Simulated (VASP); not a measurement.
Write the native input for VASP 6.6.1 that does the following.

```yaml
Task: single point
Functional: PBE
Potentials_or_basis: VASP PAW PBE potentials, release 64 (Sn_d, Se)
Cutoff: 520 eV
k_mesh: 6 × 6 × 2
Occupations: fermi-dirac, width 0.069 eV
Spin: no spin polarisation
Dipole_correction: no
Further_INCAR_settings: ALGO = Normal; EDIFF = 1e-06; NBANDS = 28
```

The structure of SnSe lies in POSCAR:

```
SnSe
1.0
    5.0747781503      0.0000000000      0.0000000000
   -2.5373890752      4.3948867967      0.0000000000
    0.0000000000      0.0000000000      6.1736757433
Sn Se
2 2
Direct
    0.3231202639      0.6657318232     -0.0373850214
    0.6684139957      0.3275956962      0.4621352204
    0.3228166401      0.6491502812      0.4087777047
    0.6899091964      0.3608800575      0.9149515191
```

One way to write it, as run:

INCAR

```
PREC = Accurate
ENCUT = 520
EDIFF = 1E-6
ISMEAR = -1
SIGMA = 0.069
LREAL = F
LASPH = T
NELM = 60
ALGO = Normal
ISIF = 2
LWAVE = F
LCHARG = F
GGA = PE
NBANDS = 28
```

KPOINTS

```
regular mesh
0
Gamma
  6 6 2
```

Potentials or basis: VASP PAW PBE potentials, release 64 (Sn_d, Se).

Launch:

```sh
$ cat potpaw_PBE.64/Sn_d/POTCAR potpaw_PBE.64/Se/POTCAR > POTCAR
$ mpirun -np 1 vasp_std > vasp.out
```

Results of the run:

| Quantity | Value |
| --- | --- |
| Pressure | 1.8 GPa |
| Largest force | 0.335 eV/Å |
| Band gap on the k mesh | 0.75 eV (least direct gap 0.90 eV) |

Caveat: the k points lie up to 0.51 Å⁻¹ apart; the atoms stand as in a frame of molecular dynamics; the structure was generated, so it needn't be the stable form of SnSe; semilocal functionals underestimate gaps, and a narrow one can read as zero; spin-orbit coupling is left out, which moves the levels of the heavy elements.

It took 2.1 min on 1 thread of Intel(R) Xeon(R) Platinum 8559C (Emerald Rapids), with other jobs on the host, peak memory 0.32 GiB.
